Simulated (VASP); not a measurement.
# Ni (Fm-3m) in VASP: a series of runs, part 2 of 2

VASP 6.6.1. Earlier steps stand in the parts before.

### Step 3. Single point, PBEsol, collinear spin, ferromagnetic start (strain -0.040 along x and y, -0.040 along z)

File INCAR:

```
SYSTEM = Ni
PREC     = Accurate       ! precision mode
ENCUT    = 520            ! plane-wave cutoff, eV
EDIFF    = 1E-7           ! SCF threshold, eV
ISMEAR   = 0              ! smearing method
SIGMA    = 0.15           ! smearing width, eV
LREAL    = .False.        ! projectors in reciprocal space
LASPH    = .True.         ! aspherical terms in the spheres
NELM     = 150            ! most SCF steps
ALGO     = Normal         ! electronic algorithm
ISIF     = 2              ! what is computed and relaxed
LWAVE    = .False.        ! write WAVECAR
LCHARG   = .False.        ! write CHGCAR
ISPIN    = 2              ! spin polarisation
MAGMOM   = 0.81           ! initial moments
LORBIT   = 11             ! projections on sites
LMAXMIX  = 4              ! l up to which the mixer works
GGA      = PS             ! functional
NBANDS   = 15             ! bands
```

File KPOINTS:

```
regular mesh
0
Gamma
  22 22 22
  0 0 0
```

File POSCAR:

```
Ni
1.0
    0.0000000000      1.6972320000      1.6972320000
    1.6972320000      0.0000000000      1.6972320000
    1.6972320000      1.6972320000      0.0000000000
Ni
1
Direct
    0.0000000000      0.0000000000      0.0000000000
```

Potentials or basis: VASP PAW PBE potentials, release 64 (Ni).

Command:

```console
$ cat potpaw_PBE.64/Ni/POTCAR > POTCAR
$ mpirun -np 1 vasp_std > vasp.out
```

OUTCAR:

```text
SYSTEM = Ni
   PREC = Accurate
   ENCUT = 520
   EDIFF = 1E-7
   ISMEAR = 0
   LREAL = .False.
   LASPH = .True.
   NELM = 150
   ISIF = 2
   ISPIN = 2
   LORBIT = 11
   GGA = PS

 ion  position               nearest neighbor table
   1  0.000  0.000  0.000-

  LATTYP: Found a face centered cubic cell.
 ALAT       =     3.3944640000

  Lattice vectors:

 A1 = (   0.0000000000,   1.6972320000,   1.6972320000)
 A2 = (   1.6972320000,   0.0000000000,   1.6972320000)
 A3 = (   1.6972320000,   1.6972320000,   0.0000000000)

Analysis of symmetry for initial positions (statically):
=====================================================================
 Subroutine PRICEL returns:
 Original cell was already a primitive cell.

 Routine SETGRP: Setting up the symmetry group for a
 face centered cubic supercell.

 Subroutine GETGRP returns: Found 48 space group operations
 (whereof 48 operations were pure point group operations)
 out of a pool of 48 trial point group operations.

The static configuration has the point symmetry O_h .

Analysis of symmetry for dynamics (positions and initial velocities):
=====================================================================
[... 626 lines left out ...]
      7      35.2844      0.00000
      8      40.0654      0.00000
      9      40.0654      0.00000
     10      40.0654      0.00000
     11      43.5413      0.00000
     12      43.5413      0.00000
     13      43.5413      0.00000
     14      46.0482      0.00000
[... 403 lines left out ...]
      4       9.7758      1.00000
      5      10.9064      0.11472
      6      11.3565      0.00000
      7      17.8891      0.00000
      8      33.3920      0.00000
      9      36.3799      0.00000
     10      37.1137      0.00000
     11      40.7149      0.00000
     12      41.4071      0.00000
     13      47.8002      0.00000
     14      57.5918      0.00000
     15      59.1665      0.00000

 [... further k-points ...]
[... 5 lines left out ...]
  --------------------------------------------------------------------------------------
  -------------------------------------------------------------------------------------
  Total        0.9649660      0.9649660      0.9649660      0.0000000      0.0000000     -0.0000000
  in kB      158.1135074    158.1135074    158.1135074      0.0000000      0.0000000     -0.0000000
  external PRESSURE =     158.1135074 kB  Pullay stress =       0.0000000 kB

 VOLUME and BASIS-vectors are now :
 -----------------------------------------------------------------------------
  energy-cutoff  :      520.00
  volume of cell :        9.78
      direct lattice vectors                 reciprocal lattice vectors
     0.000000000  1.697232000  1.697232000    -0.294597321  0.294597321  0.294597321
     1.697232000  0.000000000  1.697232000     0.294597321 -0.294597321  0.294597321
     1.697232000  1.697232000  0.000000000     0.294597321  0.294597321 -0.294597321

 POSITION                                       TOTAL-FORCE (eV/Angst)
 -----------------------------------------------------------------------------------
      0.00000      0.00000      0.00000        -0.000000      0.000000     -0.000000
 -----------------------------------------------------------------------------------
    total drift:                                0.000000     -0.000000     -0.000000

  FREE ENERGIE OF THE ION-ELECTRON SYSTEM (eV)
  ---------------------------------------------------
  free  energy   TOTEN  =        -6.1162058082 eV

  energy  without entropy=       -6.0975171363  energy(sigma->0) =       -6.10686147

 total charge

# of ion       s       p       d       tot
------------------------------------------
    1        0.550   0.607   8.371   9.527

 magnetization (x)

# of ion       s       p       d       tot
------------------------------------------
    1       -0.006  -0.024   0.630   0.600
```

OSZICAR:

```text
N       E                     dE             d eps       ncg     rms          rms(c)
DAV:   1     0.320597301668E+02    0.32060E+02   -0.41774E+03 21042   0.875E+02
DAV:   2    -0.595245969379E+01   -0.38012E+02   -0.35276E+02 22298   0.165E+02
DAV:   3    -0.730731173813E+01   -0.13549E+01   -0.13428E+01 24146   0.305E+01
DAV:   4    -0.731396796093E+01   -0.66562E-02   -0.66552E-02 24326   0.205E+00
DAV:   5    -0.731402250112E+01   -0.54540E-04   -0.54539E-04 24778   0.168E-01    0.118E+01
DAV:   6    -0.639360241595E+01    0.92042E+00   -0.13139E+01 28465   0.412E+01    0.525E+00
DAV:   7    -0.613954620501E+01    0.25406E+00   -0.18429E+00 24765   0.139E+01    0.226E+00
DAV:   8    -0.611917841250E+01    0.20368E-01   -0.24944E-02 27202   0.110E+00    0.973E-01
DAV:   9    -0.611673194996E+01    0.24465E-02   -0.14241E-03 32332   0.213E-01    0.281E-01
DAV:  10    -0.611623683691E+01    0.49511E-03   -0.30067E-04 32548   0.865E-02    0.616E-02
DAV:  11    -0.611620454568E+01    0.32291E-04   -0.66013E-05 30137   0.613E-02    0.254E-02
DAV:  12    -0.611620578073E+01   -0.12351E-05   -0.12487E-06 22920   0.946E-03    0.119E-02
DAV:  13    -0.611620590808E+01   -0.12735E-06   -0.29487E-07 26982   0.540E-03    0.492E-03
DAV:  14    -0.611620580820E+01    0.99881E-07   -0.58106E-08 19157   0.250E-03
   1 F= -.61162058E+01 E0= -.61068615E+01  d E =-.186887E-01  mag=     0.5995
```

stdout:

```text
POSCAR found type information on POSCAR Ni
 POSCAR found :  1 types and       1 ions
 scaLAPACK will be used
 -----------------------------------------------------------------------------
|                                                                             |
|                                                                             |
|     You enforced a specific xc type in the INCAR file but a different       |
|     I HOPE YOU KNOW WHAT YOU ARE DOING!                                     |
|                                                                             |
 -----------------------------------------------------------------------------

 LDA part: xc-table for (Slater+PW92), standard interpolation
 POSCAR, INCAR and KPOINTS ok, starting setup
 FFT: planning ... GRIDC
 FFT: planning ... GRID_SOFT
 FFT: planning ... GRID
 WAVECAR not read
 entering main loop
```

It took 72 s on 1 thread of Intel Xeon 6975P-C, shared host; peak memory 0.19 GiB.

Results:

```
Free energy                                           : -6.1162 eV
Pressure                                              : 15.8 GPa
Net moment                                            : 0.60 μB per cell
Site moments                                          : Ni +0.60 μB
Valence electrons inside the program's atomic spheres : Ni 9.53
```

Levels at points of the mesh, in eV from the Fermi level:
Spin up:
```tsv
k point	band 3	band 4	band 5	band 6	band 7	band 8
(0.00, 0.00, 0.00)	-2.70	-2.70	-1.34	-1.34	24.60	29.29
(0.50, 0.00, 0.00)	-2.70	-0.54	-0.54	-0.54	6.46	23.04
(0.50, 0.50, 0.00)	-0.50	-0.37	-0.37	2.47	10.20	15.79
```
Spin down:
```
           k point  band 2  band 3  band 4  band 5  band 6  band 7  band 8  band 9
(0.00, 0.00, 0.00)   -2.01   -2.01   -2.01   -0.75   -0.75   24.51   29.29   29.29
(0.50, 0.00, 0.00)   -2.11   -2.11   -0.56    0.17    0.17    6.88   22.95   26.63
(0.50, 0.50, 0.00)   -4.23    0.11    0.43    0.43    2.47   10.47   15.83   15.83
```

Caveat: the cell differs from its parent crystal (strain -0.040 along x and y, -0.040 along z); the PAW data sets were made with another functional, which shifts forces and pressure a little.

### Step 4. Single point, PBEsol, collinear spin, ferromagnetic start (strain +0.040 along x and y, +0.040 along z)

File INCAR:

```
SYSTEM = Ni
ALGO     = Fast           ! electronic algorithm
EDIFF    = 1E-6           ! SCF threshold, eV
ENCUT    = 520            ! plane-wave cutoff, eV
GGA      = PS             ! functional
ISIF     = 2              ! what is computed and relaxed
ISMEAR   = 0              ! smearing method
ISPIN    = 2              ! spin polarisation
LASPH    = .True.         ! aspherical terms in the spheres
LCHARG   = .False.        ! write CHGCAR
LMAXMIX  = 4              ! l up to which the mixer works
LORBIT   = 11             ! projections on sites
LREAL    = .False.        ! projectors in reciprocal space
LWAVE    = .False.        ! write WAVECAR
MAGMOM   = 0.81           ! initial moments
NBANDS   = 15             ! bands
NELM     = 150            ! most SCF steps
PREC     = Accurate       ! precision mode
SIGMA    = 0.15           ! smearing width, eV
```

File KPOINTS:

```
k-points
0
Gamma
  22 22 22
  0 0 0
```

File POSCAR:

```
Ni
1.0
    0.0000000000      1.8386680000      1.8386680000
    1.8386680000      0.0000000000      1.8386680000
    1.8386680000      1.8386680000      0.0000000000
Ni
1
Direct
    0.0000000000      0.0000000000      0.0000000000
```

Command:

```console
$ cat potpaw_PBE.64/Ni/POTCAR > POTCAR
$ mpirun -np 1 vasp_std > vasp.out
```

Run time: 86 s. Hardware: 1 thread of Intel Xeon 6975P-C, shared host; peak memory 0.2 GiB.

It converged, with:

```
Free energy                                           : -5.9449 eV
Pressure                                              : -26.5 GPa
Net moment                                            : 0.66 μB per cell
Site moments                                          : Ni +0.68 μB
Valence electrons inside the program's atomic spheres : Ni 9.11
```

Levels at points of the mesh, in eV from the Fermi level:
Spin up:
| k point | band 1 | band 2 | band 3 | band 4 | band 5 | band 6 | band 7 | band 8 | band 9 | band 10 |
| --- | --- | --- | --- | --- | --- | --- | --- | --- | --- | --- |
| (0.00, 0.00, 0.00) | -8.17 | -2.14 | -2.14 | -2.14 | -1.17 | -1.17 | 22.55 | 25.37 | 25.37 | 25.37 |
| (0.50, 0.00, 0.00) | -4.19 | -2.11 | -2.11 | -0.64 | -0.64 | -0.09 | 4.75 | 21.12 | 22.37 | 22.37 |
| (0.50, 0.50, 0.00) | -3.95 | -3.58 | -0.59 | -0.54 | -0.54 | 2.34 | 8.06 | 13.58 | 13.58 | 18.10 |
Spin down:
```tsv
k point	band 1	band 2	band 3	band 4	band 5	band 6	band 7	band 8	band 9	band 10
(0.00, 0.00, 0.00)	-8.19	-1.38	-1.38	-1.38	-0.52	-0.52	22.41	25.38	25.38	25.38
(0.50, 0.00, 0.00)	-3.75	-1.46	-1.46	-0.15	0.14	0.14	5.17	20.98	22.45	22.45
(0.50, 0.50, 0.00)	-3.55	-2.94	0.08	0.32	0.32	2.30	8.32	13.59	13.59	18.26
```

Caveat: the cell differs from its parent crystal (strain +0.040 along x and y, +0.040 along z); the PAW data sets were made with another functional, which shifts forces and pressure a little.

### Step 5. Summary

| cell | gap on the mesh (eV) | pressure (GPa) | moment (μB) |
| --- | --- | --- | --- |
| a = 2.300 Å, angles 60.0°, 1 atom | none | 67.2 | 0.54 |
| a = 2.400 Å, angles 60.0°, 1 atom | none | 15.8 | 0.60 |
| a = 2.600 Å, angles 60.0°, 1 atom | none | -26.5 | 0.66 |

Alike in all rows: task single point; level PBEsol; potentials or basis VASP PAW PBE potentials, release 64 (Ni); spin collinear, ferromagnetic start; k mesh 22 × 22 × 22; cutoff (eV) 520; smearing gaussian 0.15 eV.

Caveats: the PAW data sets were made with another functional, which shifts forces and pressure a little.

Absolute energies hang on the potentials; compare differences alone.
